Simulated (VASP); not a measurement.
A run of VASP 6.6.1:

INCAR

```
SYSTEM = Pt
PREC = Accurate ; ENCUT = 520
EDIFF = 1E-7 ; ISMEAR = 0
SIGMA = 0.1 ; LREAL = .FALSE.
LASPH = .TRUE. ; NELM = 60
ALGO = Normal ; ISIF = 2
LWAVE = .FALSE. ; LCHARG = .FALSE.
GGA = PS ; NBANDS = 28
```

File KPOINTS:

```
regular mesh
0
G
  9 9 2
  0 0 0
```

Contents of POSCAR:

```
Pt
1.0
    2.8937719050      0.0000000000      0.0000000000
   -1.4468859525      2.5060799825      0.0000000000
    0.0000000000      0.0000000000      9.3329855456
Pt
4
Direct
    0.0000000000      0.0000000000      0.0000000000
    0.0000000000      0.0000000000      0.5000000000
    0.3333333333      0.6666666667      0.7500000000
    0.6666666667      0.3333333333      0.2500000000
```

Potentials or basis: VASP PAW PBE potentials, release 64 (Pt).

Launch:

```sh
$ cat potpaw_PBE.64/Pt/POTCAR > POTCAR
$ mpirun -np 1 vasp_std > vasp.out
```

Hardware: 1 thread of Intel(R) Xeon(R) Platinum 8488C (Sapphire Rapids) (shared host).

Question: Estimate the wall time of this run.

Answer: Wall time 48 s on 1 thread of Intel(R) Xeon(R) Platinum 8488C (Sapphire Rapids), on a shared host, peak memory 0.2 GiB. Counts: scf iterations 15, k points 24.
